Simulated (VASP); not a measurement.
Input of a VASP 6.6.1 run:

INCAR

```
SYSTEM = In3Se
ALGO = Normal
EDIFF = 1E-6
ENCUT = 520
GGA = PS
ISIF = 2
ISMEAR = 0
IVDW = 12
LASPH = .TRUE.
LCHARG = .FALSE.
LREAL = .FALSE.
LWAVE = .FALSE.
NBANDS = 30
NELM = 100
PREC = Accurate
SIGMA = 0.15
```

KPOINTS

```
k-points
0
G
  10 10 10
  0 0 0
```

The input POSCAR:

```
In3Se
1.0
    4.5878535042      0.0000000000      0.0000000000
    0.0000000000      4.5878535042      0.0000000000
    0.0000000000      0.0000000000      4.5878535042
In Se
3 1
Direct
    0.0000000000      0.5000000000      0.5000000000
    0.5000000000      0.0000000000      0.5000000000
    0.5000000000      0.5000000000      0.0000000000
    0.0326950283      0.0000000000      0.0000000000
```

Potentials or basis: VASP PAW PBE potentials, release 64 (In_d, Se).

Command:

```bash
$ cat potpaw_PBE.64/In_d/POTCAR potpaw_PBE.64/Se/POTCAR > POTCAR
$ mpirun -np 1 vasp_std > vasp.out
```

Q: Predict the pressure.

A: 0.1 GPa.

Q: What does it give for the largest force?

A: 0.124 eV/Å.

Forces on the atoms (eV/Å):
```
In  -0.124  0.000  0.000
In   0.104  0.000  0.000
In   0.104  0.000  0.000
Se  -0.084  0.000  0.000
```

Caveat: the cell differs from its parent crystal (atom 4 (Se) moved -0.150 Å towards its neighbour atom 4 (Se) at 4.588 Å); the PAW data sets were made with another functional, which shifts forces and pressure a little.
